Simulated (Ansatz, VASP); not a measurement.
**One calculation of ZnS, two programs**

```
CELL_PARAMETERS angstrom
0.00000 2.67826 2.37695
2.67826 0.00000 2.37695
2.67826 2.67826 0.00000
ATOMIC_POSITIONS crystal
Zn 0.00000 0.00000 0.00000
S 0.75000 0.75000 0.75000
```

Change from the starting cell: strain -0.1125 x Voigt [0, 0, 1, 0, 0, 0], atoms carried along.

Alike in both runs: task single point; functional PBEsol; k mesh 10 × 10 × 10; occupations gaussian, width 0.05 eV; no spin polarisation.

```csv
,VASP,Ansatz
version,VASP 6.6.1,Ansatz 0.2.0
potentials or method,"VASP PAW PBE potentials, release 64 (Zn, S), cutoff 520 eV","scalar-relativistic, plane waves, PAW"
valence electrons in the cell,18,18
```

```csv
,VASP,Ansatz,Ansatz less VASP
gap on the k mesh at the Fermi level (eV),2.24,2.23,-0.010
least direct gap on the mesh (eV),2.38,2.36,-0.019
pressure (GPa),11.9,11.7,-0.26
"traceless stress, the component that is largest in VASP (GPa)",1.91,1.93,+0.025
```

VASP's potentials were made for PBE, not for PBEsol.
